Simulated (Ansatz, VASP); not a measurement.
## One calculation of K2SiB2, two programs

```xyz
5
Lattice="4.4089 0.0000 0.0000 -2.2044 3.8182 0.0000 0.0000 0.0000 5.6066" Properties=species:S:1:pos:R:3 pbc="T T T"
K     0.0000    2.5455    2.8033
K     2.2044    1.2727    2.8033
Si    0.0000    0.0000    0.0000
B     0.0000    2.5455    0.0000
B     2.2044    1.2727    0.0000
```

Alike in both runs: functional PBE; k mesh 12 × 12 × 8; occupations gaussian, width 0.1 eV; no spin polarisation.

Ansatz relaxed the structure, and its values are those at the end. VASP's run is a single point on that final structure, the one shown.

|  | VASP | Ansatz |
| --- | --- | --- |
| version | VASP 6.6.1 | Ansatz 0.2.0 |
| potentials or method | VASP PAW PBE potentials, release 64 (K_sv, Si, B), cutoff 520 eV | scalar-relativistic, plane waves, PAW |
| valence electrons in the cell | 28 | 28 |

Ansatz gave:

- gap on the k mesh at the Fermi level (eV): none
- pressure (GPa): 0.0

Problem. What did VASP give for the same quantities?

Solution. gap on the k mesh at the Fermi level (eV): none; pressure (GPa): 0.3.

A gap of «none» marks a metal or a gap that the smearing closes. With one functional, cell and mesh, what is left measures potentials, basis and numerics.
